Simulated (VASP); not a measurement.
# TaPb (P1) in VASP: single point with PBE

Aim: the single point of TaPb with PBE.

All numbers are computed with VASP 6.6.1; they aren't measurements. Logs are shortened: lines on timing, memory, paths and dates and some standing lists are left out, and cuts for length are marked.

**1. The cell of the first run**

The typed cell holds 8 atoms: a = 5.238 Å, b = 6.542 Å, c = 6.602 Å, α = 119.74°, β = 98.97°, γ = 99.85°.

**2. Single point, PBE**

INCAR

```
  ALGO = Fast
  EDIFF = 1E-6
  ENCUT = 520
  GGA = PE
  ISIF = 2
  ISMEAR = 0
  LASPH = True
  LCHARG = False
  LREAL = False
  LWAVE = False
  NBANDS = 60
  NELM = 60
  PREC = Accurate
  SIGMA = 0.1
```

KPOINTS

```
k-points
0
Gamma
  4 4 4
```

POSCAR

```
TaPb
1.0
    5.2323034895      0.1288738752      0.2181691103
   -1.2546157066      6.3959466091     -0.5649268947
   -1.1929627912     -3.0786490814      5.7171781676
Ta Pb
4 4
Direct
    0.7402138089      0.4640603564      0.4498692421
    0.7595465738      0.0255402693      0.5366594361
    0.7441958191      0.6041104653      0.1092149498
    0.7562616147      0.8779935573      0.8830028244
    0.2821635289      0.3884933353      0.6422160187
    0.2355714945      0.8757942476      0.6261549842
    0.1817134541      0.3636481890      0.1109917722
    0.3003337059      0.9003595800      0.1418907724
```

Potentials or basis: VASP PAW PBE potentials, release 64 (Ta_pv, Pb_d).

On the command line:

```bash
$ cat potpaw_PBE.64/Ta_pv/POTCAR potpaw_PBE.64/Pb_d/POTCAR > POTCAR
$ mpirun -np 1 vasp_std > vasp.out
```

OUTCAR:

```text
EDIFF = 1E-6
   ENCUT = 520
   GGA = PE
   ISIF = 2
   ISMEAR = 0
   LASPH = True
   LREAL = False
   NELM = 60
   PREC = Accurate

 ion  position               nearest neighbor table
   1  0.740  0.464  0.450-   4 2.77   3 2.82   5 2.96   6 2.98   7 3.14   5 3.15   2 3.21   8 3.35
                             7 3.39   2 3.41
   2  0.760  0.026  0.537-   3 2.78   4 2.89   6 2.91   8 2.92   6 3.00   5 3.03   1 3.21   7 3.40
                             1 3.41   5 3.65
   3  0.744  0.604  0.109-   2 2.78   1 2.82   4 2.84   7 3.00   5 3.09   7 3.10   8 3.12   8 3.24
                             6 3.33
   4  0.756  0.878  0.883-   1 2.77   3 2.84   2 2.89   6 2.97   7 3.02   8 3.03   8 3.13   5 3.15
                             6 3.24
   5  0.282  0.388  0.642-   1 2.96   2 3.03   3 3.09   1 3.15   4 3.15   6 3.27   6 3.29   8 3.29
                             7 3.30   8 3.31   7 3.38   2 3.65
   6  0.236  0.876  0.626-   2 2.91   4 2.97   1 2.98   2 3.00   4 3.24   5 3.27   8 3.29   5 3.29
                             7 3.31   7 3.31   3 3.33   8 3.35
   7  0.182  0.364  0.111-   3 3.00   4 3.02   3 3.10   1 3.14   8 3.29   5 3.30   6 3.31   6 3.31
                             8 3.36   5 3.38   1 3.39   2 3.40
   8  0.300  0.900  0.142-   2 2.92   4 3.03   3 3.12   4 3.13   3 3.24   6 3.29   7 3.29   5 3.29
                             5 3.31   6 3.35   1 3.35   7 3.36

  LATTYP: Found a triclinic cell.
 ALAT       =     5.2384354575
 B/A-ratio  =     2.1914627137
 C/A-ratio  =     1.2596404189
 COS(alpha) =     0.0045727041
 COS(beta)  =     0.3256055497
 COS(gamma) =     0.8229797514

  Lattice vectors:

 A1 = (   5.2323034895,   0.1288738752,   0.2181691103)
 A2 = (   9.2716441878,  -2.8209013310,   6.1535163882)
 A3 = (   2.4475784978,  -3.3172975277,  -5.1522512729)

Analysis of symmetry for initial positions (statically):
=====================================================================
 Subroutine PRICEL returns:
 Original cell was already a primitive cell.

 Routine SETGRP: Setting up the symmetry group for a
 triclinic supercell.

 Subroutine GETGRP returns: Found  1 space group operations
 (whereof  1 operations were pure point group operations)
 out of a pool of  2 trial point group operations.

The static configuration has the point symmetry C_1 .

Analysis of symmetry for dynamics (positions and initial velocities):
=====================================================================
 Subroutine PRICEL returns:
 Original cell was already a primitive cell.

 Routine SETGRP: Setting up the symmetry group for a
 triclinic supercell.

 Subroutine GETGRP returns: Found  1 space group operations
 (whereof  1 operations were pure point group operations)
 out of a pool of  2 trial point group operations.

The dynamic configuration has the point symmetry C_1 .

 Subroutine INISYM returns: Found  1 space group operations
 (whereof  1 operations are pure point group operations),
 and found     1 'primitive' translations

----------------------------------------------------------------------------------------

                                     Primitive cell

  volume of cell :     185.7469

  direct lattice vectors                    reciprocal lattice vectors
     5.232303489  0.128873875  0.218169110     0.187500035  0.042244567  0.061872615
    -1.254615707  6.395946609 -0.564926895    -0.007582688  0.162448337  0.085894745
    -1.192962791 -3.078649081  5.717178168    -0.007904316  0.014439812  0.181037835

  length of vectors
     5.238435458  6.542272999  6.602072901     0.201913563  0.183915379  0.181784719

  position of ions in fractional coordinates (direct lattice)
     0.740213809  0.464060356  0.449869242
     0.759546574  0.025540269  0.536659436
     0.744195819  0.604110465  0.109214950
     0.756261615  0.877993557  0.883002824
     0.282163529  0.388493335  0.642216019
     0.235571495  0.875794248  0.626154984
     0.181713454  0.363648189  0.110991772
     0.300333706  0.900359580  0.141890772

  ion indices of the primitive-cell ions
   primitive index   ion index
                 1           1
                 2           2
                 3           3
                 4           4
                 5           5
                 6           6
                 7           7
                 8           8

----------------------------------------------------------------------------------------

 KPOINTS: k-points

Automatic generation of k-mesh.
 Grid dimensions read from file:
 generate k-points for:    4    4    4

 Generating k-lattice:

  Cartesian coordinates                     Fractional coordinates (reciprocal lattice)
     0.046875009  0.010561142  0.015468154     0.250000000 -0.000000000  0.000000000
    -0.001895672  0.040612084  0.021473686     0.000000000  0.250000000  0.000000000
    -0.001976079  0.003609953  0.045259459     0.000000000  0.000000000  0.250000000

  Length of vectors
     0.050478391  0.045978845  0.045446180

  Shift w.r.t. Gamma in fractional coordinates (k-lattice)
     0.000000000  0.000000000  0.000000000

 Subroutine IBZKPT returns following result:
 ===========================================

 Found     36 irreducible k-points:

 Following reciprocal coordinates:
            Coordinates               Weight
  0.000000  0.000000  0.000000      1.000000
  0.250000  0.000000  0.000000      2.000000
  0.500000  0.000000  0.000000      1.000000
  0.000000  0.250000  0.000000      2.000000
  0.250000  0.250000  0.000000      2.000000
  0.500000  0.250000  0.000000      2.000000
[... 16 lines left out ...]
  0.000000 -0.250000  0.250000      2.000000
  0.250000 -0.250000  0.250000      2.000000
 [... further k-points ...]
   k-points           NKPTS =     36   k-points in BZ     NKDIM =     36   number of bands    NBANDS=     60
   number of dos      NEDOS =    301   number of ions     NIONS =      8
   total plane-waves  NPLWV = 100000
   dimension x,y,z NGX =    40 NGY =   50 NGZ =   50
   dimension x,y,z NGXF=    80 NGYF=  100 NGZF=  100
   ions per type =               4   4
   NGX,Y,Z   is equivalent  to a cutoff of  12.69, 12.71, 12.59 a.u.
   NGXF,Y,Z  is equivalent  to a cutoff of  25.39, 25.41, 25.18 a.u.
 SYSTEM =  unknown system
   PREC   = accura    normal or accurate (medium, high low for compatibility)
   ISTART =      0    job   : 0-new  1-cont  2-samecut
   ICHARG =      2    charge: 1-file 2-atom 10-const
   ISPIN  =      1    spin polarized calculation?
   LNONCOLLINEAR =      F non collinear calculations
   LSORBIT =      F    spin-orbit coupling
   LASPH  =      T    aspherical Exc in radial PAW
   ENCUT  =  520.0 eV  38.22 Ry    6.18 a.u.   9.74 12.16 12.28*2*pi/ulx,y,z
   NELM   =     60;   NELMIN=  2; NELMDL= -5     # of ELM steps
   EDIFF  = 0.1E-05   stopping-criterion for ELM
   LREAL  =      F    real-space projection
   EDIFFG = 0.1E-04   stopping-criterion for IOM
   NSW    =      0    number of steps for IOM
   IBRION =     -1    ionic relax: 0-MD 1-quasi-New 2-CG
   NFREE  =      0    steps in history (QN), initial steepest desc. (CG)
   ISIF   =      2    stress and relaxation
   ISYM   =      2    0-nonsym 1-usesym 2-fastsym
   POTIM  = 0.5000    time-step for ionic-motion
   TEBEG  =    0.0;   TEEND  =   0.0 temperature during run
   PSTRESS=    0.0 pullay stress
   NELECT =     100.0000    total number of electrons
   NUPDOWN=      -1.0000    fix difference up-down
   EMIN   =  10.00;   EMAX   =-10.00  energy-range for DOS
   EFERMI =   0.00;   METHOD = LEGACY
   ISMEAR =     0;   SIGMA  =   0.10  broadening in eV -4-tet -1-fermi 0-gaus
   EFERMI_NEDOS =   21; number of points for ismear=-14 and -15
   IALGO  =     68    algorithm
   IMIX   =      4    mixing-type and parameters
     AMIX     =   0.40;   BMIX     =  1.00
     AMIX_MAG =   1.60;   BMIX_MAG =  1.00
  volume/ion in A,a.u.               =      23.22       156.69
  Fermi-wavevector in a.u.,A,eV,Ry     =   1.331786  2.516710 24.132010  1.773653
  Thomas-Fermi vector in A             =   2.460770
   LORBIT       =      0    0 simple, 1 ext, 2 COOP (PROOUT), +10 PAW based schemes
   GGA     = PE    functional components
   LHFCALC =     F    Hartree Fock is set to
   AEXX    =    0.0000 exact exchange contribution
   IVDW    =     0    specifies the selected vdW correction
   LEPSILON=     F    determine dielectric tensor
   LRPA    =     F    only Hartree local field effects (RPA)
 non-spin polarized calculation
 RMM-DIIS sequential band-by-band and
 Gauss-broadening in eV      SIGMA  =   0.10
  energy-cutoff  :      520.00
  volume of cell :      185.75
 maximum number of plane-waves:      5032
 NGX is ok and might be reduce to    40
   NGX = 19   NGY = 25   NGZ = 25

 number of electron     100.0000007 magnetization

 Free energy of the ion-electron system (eV)
  ---------------------------------------------------
  ext. energy  EPLUGINS =         0.00000000
  ---------------------------------------------------
  free energy    TOTEN  =       -56.26123319 eV

  energy without entropy =      -56.24514141  energy(sigma->0) =      -56.25318730

 E-fermi :   7.2452     XC(G=0): -11.3776

 val. band max:        7.2403260980   @ k =   0.2500   0.0000   0.0000
 cond. band min:       7.2706891071   @ k =   0.2500   0.2500   0.0000
 fundamental gap:      0.0303630091
 Fermi energy:         7.2451856278

 k-point     1 :       0.0000    0.0000    0.0000
  band No.  band energies     occupation
      1     -27.5651      2.00000
      2     -27.5297      2.00000
      3     -27.4850      2.00000
      4     -27.4728      2.00000
      5     -27.4608      2.00000
      6     -27.3972      2.00000
[... 52 lines left out ...]
     59      10.0873      0.00000
     60      10.6073      0.00000

 k-point     2 :       0.2500    0.0000    0.0000
  band No.  band energies     occupation
      1     -27.5644      2.00000
      2     -27.5318      2.00000
      3     -27.4850      2.00000
      4     -27.4726      2.00000
      5     -27.4607      2.00000
      6     -27.3970      2.00000
[... 1375 lines left out ...]
     59       9.8834      0.00000
     60      10.5357      0.00000

 k-point    24 :       0.2500   -0.2500    0.2500
  band No.  band energies     occupation
      1     -27.5295      2.00000
      2     -27.5071      2.00000
      3     -27.4896      2.00000
      4     -27.4847      2.00000
      5     -27.4277      2.00000
      6     -27.4065      2.00000
[... 52 lines left out ...]
     59       9.6478      0.00000
     60      10.2163      0.00000

 [... further k-points ...]

------------------------ aborting loop because EDIFF is reached ----------------------------------------

  FORCE on cell =-STRESS in cart. coord.  units (eV):
  Direction    XX          YY          ZZ          XY          YZ          ZX
  --------------------------------------------------------------------------------------
  -------------------------------------------------------------------------------------
  Total        0.0122414     -0.1623880     -0.1245308      0.0636776     -0.0337783      0.0280764
  in kB        0.1055890     -1.4006926     -1.0741517      0.5492571     -0.2913576      0.2421757
  external PRESSURE =      -0.7897518 kB  Pullay stress =       0.0000000 kB

 VOLUME and BASIS-vectors are now :
 -----------------------------------------------------------------------------
  energy-cutoff  :      520.00
  volume of cell :      185.75
      direct lattice vectors                 reciprocal lattice vectors
     5.232303489  0.128873875  0.218169110     0.187500035  0.042244567  0.061872615
    -1.254615707  6.395946609 -0.564926895    -0.007582688  0.162448337  0.085894745
    -1.192962791 -3.078649081  5.717178168    -0.007904316  0.014439812  0.181037835

 POSITION                                       TOTAL-FORCE (eV/Angst)
 -----------------------------------------------------------------------------------
      2.75413      1.67851      2.47131        -0.008588      0.017739      0.032904
      3.30192     -1.39095      3.21946        -0.015495     -0.016354     -0.011099
      3.00564      3.62353      0.44548         0.004121     -0.007584      0.007152
      1.80206      2.99461      4.71728        -0.002875      0.011327     -0.017155
      0.22282      0.54399      3.51375         0.003691     -0.002994     -0.009890
     -0.61318      3.70418      3.13647         0.008398     -0.006580      0.002699
      0.36213      2.00759      0.46877         0.002051     -0.003215     -0.002744
      0.27256      5.36053      0.36810         0.008698      0.007661     -0.001866
 -----------------------------------------------------------------------------------
    total drift:                               -0.000078      0.000003     -0.000123

  FREE ENERGIE OF THE ION-ELECTRON SYSTEM (eV)
  ---------------------------------------------------
  free  energy   TOTEN  =       -56.2612331946 eV

  energy  without entropy=      -56.2451414135  energy(sigma->0) =      -56.25318730
```

Wall time 9.7 min (1 thread of Oxide Virtual Turin-like, shared host); peak memory 0.46 GiB.

What came out:

| Item | Value |
| --- | --- |
| Free energy | -56.2612 eV |
| Pressure | -0.1 GPa |
| Largest force | 0.038 eV/Å |
| Band gap on the k mesh | zero (bands 50 and 51 overlap by 0.38 eV) |

Forces on the atoms (eV/Å):
```
Ta  -0.009  0.018  0.033
Ta  -0.015 -0.016 -0.011
Ta   0.004 -0.008  0.007
Ta  -0.003  0.011 -0.017
Pb   0.004 -0.003 -0.010
Pb   0.008 -0.007  0.003
Pb   0.002 -0.003 -0.003
Pb   0.009  0.008 -0.002
```

Caveat: spin-orbit coupling is left out, which moves the levels of the heavy elements.
